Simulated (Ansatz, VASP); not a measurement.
Two plane-wave programs on Nb

```
CELL_PARAMETERS angstrom
0.00000 2.16787 2.11500
2.16787 0.00000 2.11500
2.16787 2.16787 0.00000
ATOMIC_POSITIONS crystal
Nb 0.00000 0.00000 0.00000
```

Change from the starting cell: strain +0.025 along x and y, +0.000 along z, atoms carried along.

Alike in both runs: task single point; functional PBEsol; k mesh 20 × 20 × 20; occupations gaussian, width 0.15 eV; no spin polarisation.

```csv
,VASP,Ansatz
version,VASP 6.6.1,Ansatz 0.2.0
potentials or method,"VASP PAW PBE potentials, release 64 (Nb_sv), cutoff 500 eV","scalar-relativistic, plane waves, PAW"
valence electrons in the cell,13,13
```

|  | VASP | Ansatz | Ansatz less VASP |
| --- | --- | --- | --- |
| gap on the k mesh at the Fermi level (eV) | none | none | - |
| pressure (GPa) | -14.0 | -13.7 | +0.30 |
| traceless stress, the component that is largest in VASP (GPa) | -3.71 | -3.74 | -0.027 |

VASP's potentials were made for PBE, not for PBEsol. A gap of «none» marks a metal or a gap that the smearing closes.
